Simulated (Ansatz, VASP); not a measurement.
## Two plane-wave programs on Cd2Hg3S5

```
Cd Hg S
1.0
    -0.00083   -4.22483    0.00000
     4.22494    0.00082    0.00008
    -2.11160    2.11189   14.86718
Cd Hg S
2 3 5
Cartesian
  2.1121 -2.1127 11.9022
  -0.0006 0.0008 2.9650
  2.1124 -2.1120 5.9309
  0.0017 -0.0001 8.9365
  2.1119 -2.1126 -0.0001
  2.1134 -0.0001 10.4411
  -0.0001 -2.1128 13.3628
  -0.0006 -2.1117 1.5044
  2.1119 0.0007 4.4262
  -0.0002 -2.1126 7.4337
```

Change from the starting cell: cell x1, atoms moved at random (sigma 0.1 Å) and cell strained at random (1.5 %), then relaxed without symmetry.

Alike in both runs: functional PBE; k mesh 6 × 6 × 6; occupations gaussian, width 0.2 eV; no spin polarisation.

Ansatz relaxed the structure, and its values are those at the end. VASP's run is a single point on that final structure, the one shown.

```csv
,VASP,Ansatz
version,VASP 6.6.1,Ansatz 0.2.0
potentials or method,"VASP PAW PBE potentials, release 64 (Cd, Hg, S), cutoff 520 eV","scalar-relativistic, plane waves, PAW"
valence electrons in the cell,90,130
```

```csv
,VASP,Ansatz,Ansatz less VASP
pressure (GPa),0.3,0.0,-0.25
```

VASP's potentials hold 90 valence electrons a cell and Ansatz's 130, so a difference there can come from the potentials and not from the codes.

Neither program's run includes spin-orbit coupling.
